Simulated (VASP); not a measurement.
# GaN (F-43m) in VASP: further runs

The runs below take GaN through single point, relaxation of cell and atoms, with r2SCAN.

Everything below comes from runs of VASP 6.6.1. Logs are shortened: lines on timing, memory, paths and dates and some standing lists are left out, and cuts for length are marked.

### Step 1. The cell of the first run

The structure is cubic, space group F-43m (No. 216). The conventional cell has a = 4.507 Å, b = 4.507 Å, c = 4.507 Å, α = 90.00°, β = 90.00°, γ = 90.00°. Within 2.6 Å of Ga (site symmetry -43m) lie 4 N at 1.95 Å. N (site symmetry -43m) has 4 Ga at 1.95 Å within 2.6 Å.

### Step 2. Single point, r2SCAN

POSCAR

```
GaN
1.0
    0.0000000000      2.2535006075      2.2535006075
    2.2535006075      0.0000000000      2.2535006075
    2.2535006075      2.2535006075      0.0000000000
Ga N
1 1
Direct
    0.0000000000      0.0000000000      0.0000000000
    0.7500000000      0.7500000000      0.7500000000
```

INCAR.step1

```
SYSTEM = GaN
ALGO     = Normal         ! electronic algorithm
EDIFF    = 1E-4           ! SCF threshold, eV
ENCUT    = 520            ! plane-wave cutoff, eV
GGA      = PE             ! functional
ISMEAR   = 0              ! smearing method
LASPH    = .True.         ! aspherical terms in the spheres
LCHARG   = .False.        ! write CHGCAR
LREAL    = .False.        ! projectors in reciprocal space
LWAVE    = .True.         ! write WAVECAR
NBANDS   = 16             ! bands
NELM     = 100            ! most SCF steps
PREC     = Accurate       ! precision mode
SIGMA    = 0.1            ! smearing width, eV
```

INCAR.step2

```
SYSTEM = GaN
ALGO     = Normal         ! electronic algorithm
EDIFF    = 1E-7           ! SCF threshold, eV
ENCUT    = 520            ! plane-wave cutoff, eV
ISIF     = 2              ! what is computed and relaxed
ISMEAR   = 0              ! smearing method
ISTART   = 1            
LASPH    = .True.         ! aspherical terms in the spheres
LCHARG   = .True.         ! write CHGCAR
LELF     = .True.         ! ELF
LMIXTAU  = .True.       
LREAL    = .False.        ! projectors in reciprocal space
LVHAR    = .True.       
LWAVE    = .False.        ! write WAVECAR
METAGGA  = R2SCAN         ! meta-GGA
NBANDS   = 16             ! bands
NELM     = 100            ! most SCF steps
PREC     = Accurate       ! precision mode
SIGMA    = 0.1            ! smearing width, eV
```

KPOINTS

```
k-points
0
Gamma
  8 8 8
  0 0 0
```

Potentials or basis: VASP PAW PBE potentials, release 64 (Ga_d, N).

Run with:

```console
> cat potpaw_PBE.64/Ga_d/POTCAR potpaw_PBE.64/N/POTCAR > POTCAR
> cp INCAR.step1 INCAR
> mpirun -np 1 vasp_std > vasp.out
> cp INCAR.step2 INCAR
> mpirun -np 1 vasp_std > vasp.out
```

OUTCAR:

```text
SYSTEM = GaN
   EDIFF = 1E-7
   ENCUT = 520
   ISIF = 2
   ISMEAR = 0
   ISTART = 1
   LASPH = .True.
   LREAL = .False.
   METAGGA = R2SCAN
   NELM = 100
   PREC = Accurate

 ion  position               nearest neighbor table
   1  0.000  0.000  0.000-   2 1.95   2 1.95   2 1.95   2 1.95
   2  0.750  0.750  0.750-   1 1.95   1 1.95   1 1.95   1 1.95

  LATTYP: Found a face centered cubic cell.
 ALAT       =     4.5070012150

  Lattice vectors:

 A1 = (   0.0000000000,   2.2535006075,   2.2535006075)
 A2 = (   2.2535006075,   0.0000000000,   2.2535006075)
 A3 = (   2.2535006075,   2.2535006075,   0.0000000000)

Analysis of symmetry for initial positions (statically):
=====================================================================
 Subroutine PRICEL returns:
 Original cell was already a primitive cell.

 Routine SETGRP: Setting up the symmetry group for a
 face centered cubic supercell.

 Subroutine GETGRP returns: Found 24 space group operations
 (whereof 24 operations were pure point group operations)
 out of a pool of 48 trial point group operations.

The static configuration has the point symmetry T_d .

Analysis of symmetry for dynamics (positions and initial velocities):
=====================================================================
 Subroutine PRICEL returns:
 Original cell was already a primitive cell.

 Routine SETGRP: Setting up the symmetry group for a
 face centered cubic supercell.

 Subroutine GETGRP returns: Found 24 space group operations
 (whereof 24 operations were pure point group operations)
 out of a pool of 48 trial point group operations.

The dynamic configuration has the point symmetry T_d .

 Subroutine INISYM returns: Found 24 space group operations
 (whereof 24 operations are pure point group operations),
 and found     1 'primitive' translations

----------------------------------------------------------------------------------------

                                     Primitive cell

  volume of cell :      22.8877

  direct lattice vectors                    reciprocal lattice vectors
     0.000000000  2.253500607  2.253500607    -0.221877020  0.221877020  0.221877020
     2.253500607  0.000000000  2.253500607     0.221877020 -0.221877020  0.221877020
     2.253500607  2.253500607  0.000000000     0.221877020  0.221877020 -0.221877020

  length of vectors
     3.186931122  3.186931122  3.186931122     0.384302272  0.384302272  0.384302272

  position of ions in fractional coordinates (direct lattice)
     0.000000000  0.000000000  0.000000000
     0.750000000  0.750000000  0.750000000

  ion indices of the primitive-cell ions
   primitive index   ion index
                 1           1
                 2           2

----------------------------------------------------------------------------------------

 KPOINTS: k-points

Automatic generation of k-mesh.
 Grid dimensions read from file:
 generate k-points for:    8    8    8

 Generating k-lattice:

  Cartesian coordinates                     Fractional coordinates (reciprocal lattice)
    -0.027734628  0.027734628  0.027734628     0.125000000  0.000000000  0.000000000
     0.027734628 -0.027734628  0.027734628     0.000000000  0.125000000  0.000000000
     0.027734628  0.027734628 -0.027734628     0.000000000  0.000000000  0.125000000

  Length of vectors
     0.048037784  0.048037784  0.048037784

  Shift w.r.t. Gamma in fractional coordinates (k-lattice)
     0.000000000  0.000000000  0.000000000

 Subroutine IBZKPT returns following result:
 ===========================================

 Found     29 irreducible k-points:

 Following reciprocal coordinates:
            Coordinates               Weight
  0.000000  0.000000  0.000000      1.000000
  0.125000  0.000000  0.000000      8.000000
  0.250000  0.000000  0.000000      8.000000
  0.375000  0.000000  0.000000      8.000000
  0.500000  0.000000  0.000000      4.000000
  0.125000  0.125000  0.000000      6.000000
[... 16 lines left out ...]
  0.500000  0.250000  0.125000     48.000000
 -0.375000  0.250000  0.125000     24.000000
 [... further k-points ...]
   k-points           NKPTS =     29   k-points in BZ     NKDIM =     29   number of bands    NBANDS=     16
   number of dos      NEDOS =    301   number of ions     NIONS =      2
   total plane-waves  NPLWV =  13824
   dimension x,y,z NGX =    24 NGY =   24 NGZ =   24
   dimension x,y,z NGXF=    48 NGYF=   48 NGZF=   48
   ions per type =               1   1
   NGX,Y,Z   is equivalent  to a cutoff of  12.52, 12.52, 12.52 a.u.
   NGXF,Y,Z  is equivalent  to a cutoff of  25.04, 25.04, 25.04 a.u.
 SYSTEM =  GaN
   PREC   = accura    normal or accurate (medium, high low for compatibility)
   ISTART =      1    job   : 0-new  1-cont  2-samecut
   ICHARG =      0    charge: 1-file 2-atom 10-const
   ISPIN  =      1    spin polarized calculation?
   LNONCOLLINEAR =      F non collinear calculations
   LSORBIT =      F    spin-orbit coupling
   LASPH  =      T    aspherical Exc in radial PAW
   ENCUT  =  520.0 eV  38.22 Ry    6.18 a.u.   5.93  5.93  5.93*2*pi/ulx,y,z
   NELM   =    100;   NELMIN=  2; NELMDL=  0     # of ELM steps
   EDIFF  = 0.1E-06   stopping-criterion for ELM
   LREAL  =      F    real-space projection
   EDIFFG = 0.1E-05   stopping-criterion for IOM
   NSW    =      0    number of steps for IOM
   IBRION =     -1    ionic relax: 0-MD 1-quasi-New 2-CG
   NFREE  =      0    steps in history (QN), initial steepest desc. (CG)
   ISIF   =      2    stress and relaxation
   ISYM   =      2    0-nonsym 1-usesym 2-fastsym
   POTIM  = 0.5000    time-step for ionic-motion
   TEBEG  =    0.0;   TEEND  =   0.0 temperature during run
   PSTRESS=    0.0 pullay stress
   NELECT =      18.0000    total number of electrons
   NUPDOWN=      -1.0000    fix difference up-down
   EMIN   =  10.00;   EMAX   =-10.00  energy-range for DOS
   EFERMI =   0.00;   METHOD = LEGACY
   ISMEAR =     0;   SIGMA  =   0.10  broadening in eV -4-tet -1-fermi 0-gaus
   EFERMI_NEDOS =   21; number of points for ismear=-14 and -15
   IALGO  =     38    algorithm
   IMIX   =      4    mixing-type and parameters
     AMIX     =   0.40;   BMIX     =  1.00
     AMIX_MAG =   1.60;   BMIX_MAG =  1.00
  volume/ion in A,a.u.               =      11.44        77.23
  Fermi-wavevector in a.u.,A,eV,Ry     =   1.511117  2.855596 31.068543  2.283473
  Thomas-Fermi vector in A             =   2.621216
   LORBIT       =      0    0 simple, 1 ext, 2 COOP (PROOUT), +10 PAW based schemes
   METAGGA = R2SCAN    functional components
   LHFCALC =     F    Hartree Fock is set to
   AEXX    =    0.0000 exact exchange contribution
   IVDW    =     0    specifies the selected vdW correction
   LEPSILON=     F    determine dielectric tensor
   LRPA    =     F    only Hartree local field effects (RPA)
 non-spin polarized calculation
 Gauss-broadening in eV      SIGMA  =   0.10
  energy-cutoff  :      520.00
  volume of cell :       22.89
 maximum number of plane-waves:       636
   NGX = 11   NGY = 11   NGZ = 11

 number of electron      18.0000004 magnetization

 Free energy of the ion-electron system (eV)
  ---------------------------------------------------
  ext. energy  EPLUGINS =         0.00000000
  ---------------------------------------------------
  free energy    TOTEN  =       -21.89654060 eV

  energy without entropy =      -21.89654060  energy(sigma->0) =      -21.89654060

 E-fermi :   5.4884     XC(G=0): -12.6347

 val. band max:        5.0168725331   @ k =   0.0000   0.0000   0.0000
 cond. band min:       7.1360509715   @ k =   0.0000   0.0000   0.0000
 fundamental gap:      2.1191784383
 Fermi energy:         5.4883918801

 k-point     1 :       0.0000    0.0000    0.0000
  band No.  band energies     occupation
      1     -11.7137      2.00000
      2      -8.8141      2.00000
      3      -8.8141      2.00000
      4      -8.8141      2.00000
      5      -8.4636      2.00000
      6      -8.4636      2.00000
[... 8 lines left out ...]
     15      24.7422      0.00000
     16      24.7423      0.00000

 k-point     2 :       0.1250    0.0000    0.0000
  band No.  band energies     occupation
      1     -11.5444      2.00000
      2      -8.7926      2.00000
      3      -8.7926      2.00000
      4      -8.7478      2.00000
      5      -8.4651      2.00000
      6      -8.4651      2.00000
[... 8 lines left out ...]
     15      23.0176      0.00000
     16      23.1349      0.00000

 k-point     3 :       0.2500    0.0000    0.0000
  band No.  band energies     occupation
      1     -11.1558      2.00000
      2      -8.7494      2.00000
      3      -8.7494      2.00000
      4      -8.4589      2.00000
      5      -8.4589      2.00000
      6      -8.4550      2.00000
[... 8 lines left out ...]
     15      22.6461      0.00000
     16      22.6462      0.00000

 k-point     4 :       0.3750    0.0000    0.0000
  band No.  band energies     occupation
      1     -10.8351      2.00000
      2      -8.7229      2.00000
      3      -8.7229      2.00000
      4      -8.4344      2.00000
      5      -8.4343      2.00000
      6      -7.8127      2.00000
[... 8 lines left out ...]
     15      24.1950      0.00000
     16      24.1950      0.00000

 k-point     5 :       0.5000    0.0000    0.0000
  band No.  band energies     occupation
      1     -10.7322      2.00000
      2      -8.7173      2.00000
      3      -8.7173      2.00000
      4      -8.4183      2.00000
      5      -8.4183      2.00000
      6      -7.3363      2.00000
[... 8 lines left out ...]
     15      25.7460      0.00000
     16      25.7461      0.00000

 k-point     6 :       0.1250    0.1250    0.0000
  band No.  band energies     occupation
      1     -11.4891      2.00000
      2      -8.7725      2.00000
      3      -8.7725      2.00000
      4      -8.7532      2.00000
      5      -8.4775      2.00000
      6      -8.4520      2.00000
[... 8 lines left out ...]
     15      25.6951      0.00000
     16      25.8569      0.00000
[... 267 lines left out ...]
 k-point    21 :       0.5000    0.5000    0.0000
  band No.  band energies     occupation
      1     -10.5265      2.00000
      2      -8.7011      2.00000
      3      -8.4971      2.00000
      4      -8.4971      2.00000
      5      -8.3844      2.00000
      6      -6.9562      2.00000
[... 8 lines left out ...]
     15      27.7723      0.00000
     16      30.4021      0.00000

 k-point    22 :       0.3750    0.2500    0.1250
  band No.  band energies     occupation
      1     -10.9037      2.00000
      2      -8.7024      2.00000
      3      -8.6829      2.00000
      4      -8.5491      2.00000
      5      -8.4352      2.00000
      6      -8.1145      2.00000
[... 8 lines left out ...]
     15      25.0391      0.00000
     16      27.3604      0.00000

 k-point    23 :       0.5000    0.2500    0.1250
  band No.  band energies     occupation
      1     -10.6896      2.00000
      2      -8.6916      2.00000
      3      -8.6491      2.00000
      4      -8.5136      2.00000
      5      -8.4290      2.00000
      6      -7.4672      2.00000
[... 8 lines left out ...]
     15      25.1926      0.00000
     16      27.1154      0.00000

 k-point    24 :      -0.3750    0.2500    0.1250
  band No.  band energies     occupation
      1     -10.6208      2.00000
      2      -8.6955      2.00000
      3      -8.6361      2.00000
      4      -8.4856      2.00000
      5      -8.4320      2.00000
      6      -7.0455      2.00000
[... 8 lines left out ...]
     15      24.7323      0.00000
     16      27.0859      0.00000

 [... further k-points ...]
[... 5 lines left out ...]
  --------------------------------------------------------------------------------------
  -------------------------------------------------------------------------------------
  Total       -0.0148364     -0.0148364     -0.0148364      0.0000000      0.0000000     -0.0000000
  in kB       -1.0385699     -1.0385699     -1.0385699      0.0000000      0.0000000     -0.0000000
  external PRESSURE =      -1.0385699 kB  Pullay stress =       0.0000000 kB

 VOLUME and BASIS-vectors are now :
 -----------------------------------------------------------------------------
  energy-cutoff  :      520.00
  volume of cell :       22.89
      direct lattice vectors                 reciprocal lattice vectors
     0.000000000  2.253500607  2.253500607    -0.221877020  0.221877020  0.221877020
     2.253500607  0.000000000  2.253500607     0.221877020 -0.221877020  0.221877020
     2.253500607  2.253500607  0.000000000     0.221877020  0.221877020 -0.221877020

 POSITION                                       TOTAL-FORCE (eV/Angst)
 -----------------------------------------------------------------------------------
      0.00000      0.00000      0.00000        -0.000000     -0.000000      0.000000
      3.38025      3.38025      3.38025         0.000000      0.000000     -0.000000
 -----------------------------------------------------------------------------------
    total drift:                               -0.000009     -0.000009     -0.000009

  FREE ENERGIE OF THE ION-ELECTRON SYSTEM (eV)
  ---------------------------------------------------
  free  energy   TOTEN  =       -21.8965406027 eV

  energy  without entropy=      -21.8965406027  energy(sigma->0) =      -21.89654060
```

It took 20 s on 1 thread of Intel Xeon 6975P-C (Granite Rapids), shared host; peak memory 0.15 GiB.

What came out:

```
Free energy            : -21.8965 eV
Pressure               : -0.1 GPa
Band gap on the k mesh : 2.12 eV
```

Caveat: the PAW data sets were made with another functional, which shifts forces and pressure a little.

### Step 3. Single point, r2SCAN

This run uses another cell than the first one, of 11.38 Å³/atom.

POSCAR

```
GaN
1.0
    0.0000000000      2.2490504517      2.2490504517
    2.2490504517      0.0000000000      2.2490504517
    2.2490504517      2.2490504517      0.0000000000
Ga N
1 1
Direct
    0.0000000000      0.0000000000      0.0000000000
    0.7500000000      0.7500000000      0.7500000000
```

INCAR.step1

```
SYSTEM = GaN
PREC = Accurate
ENCUT = 520
ISMEAR = 0
SIGMA = 0.02
LREAL = .False.
LASPH = .True.
NELM = 80
NBANDS = 16
GGA = PE
ALGO = Normal
EDIFF = 1E-4
LWAVE = .True.
LCHARG = .False.
```

INCAR.step2

```
SYSTEM = GaN
PREC = Accurate
ENCUT = 520
EDIFF = 1E-6
ISMEAR = 0
SIGMA = 0.02
LREAL = .False.
LASPH = .True.
NELM = 80
ALGO = Normal
ISIF = 2
LWAVE = .False.
LCHARG = .False.
METAGGA = R2SCAN
LMIXTAU = .True.
NBANDS = 16
ISTART = 1
```

KPOINTS

```
regular mesh
0
Gamma
  10 10 10
  0 0 0
```

Potentials or basis: VASP PAW PBE potentials, release 64 (Ga_d, N).

Run with:

```console
> cat potpaw_PBE.64/Ga_d/POTCAR potpaw_PBE.64/N/POTCAR > POTCAR
> cp INCAR.step1 INCAR
> mpirun -np 1 vasp_std > vasp.out
> cp INCAR.step2 INCAR
> mpirun -np 1 vasp_std > vasp.out
```

Run time: 22 s. Hardware: 1 thread of Intel Xeon 6975P-C (Granite Rapids), shared host; peak memory 0.15 GiB.

Results (log left out):

```yaml
Free_energy: -21.8964 eV
Pressure: 1.0 GPa
Band_gap_on_the_k_mesh: 2.16 eV
```

Levels at points of the mesh, in eV from the valence-band top:
```
           k point  band 7  band 8  band 9  band 10  band 11  band 12
(0.00, 0.00, 0.00)    0.00    0.00    0.00     2.16    11.04    11.04
(0.50, 0.00, 0.00)   -7.20   -1.00   -1.00     5.20     9.47    11.03
(0.50, 0.50, 0.00)   -6.24   -2.80   -2.80     3.77     7.28    12.63
```

Caveat: the PAW data sets were made with another functional, which shifts forces and pressure a little.

(Continued in part 2 of 2.)
